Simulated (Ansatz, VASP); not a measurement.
## EuRe3 in VASP and in Ansatz

```
Eu Re
1.0
     4.31708    0.00000    0.00000
     0.00000    4.31708    0.00000
     0.00000    0.00000    4.31708
Eu Re
1 3
Direct
  0.00000 0.00000 0.00000
  0.00000 0.50000 0.50000
  0.50000 0.50000 0.00000
  0.50000 0.00000 0.50000
```

Alike in both runs: task single point; functional PBEsol; k mesh 8 × 8 × 8; occupations gaussian, width 0.05 eV; collinear spin.

|  | VASP | Ansatz |
| --- | --- | --- |
| version | VASP 6.6.1 | Ansatz 0.2.0 |
| potentials or method | VASP PAW PBE potentials, release 64 (Eu, Re), cutoff 520 eV | scalar-relativistic, plane waves, PAW |
| valence electrons in the cell | 38 | 62 |

Ansatz gave:

| Quantity | Value |
| --- | --- |
| pressure (GPa) | -26.1 |
| net moment per atom (μB) | 1.60 |
| size of the moment on the site where the two differ most (μB) | 6.32 |

**Question.** Which values does VASP return?

**Answer.** Pressure (GPa): -26.3; net moment per atom (μB): 1.59; size of the moment on the site where the two differ most (μB): 6.21.

VASP's potentials were made for PBE, not for PBEsol. Site moments also hang on the region over which each program counts them. VASP's potentials hold 38 valence electrons a cell and Ansatz's 62, so a difference there can come from the potentials and not from the codes.

Spin-orbit coupling is off throughout.
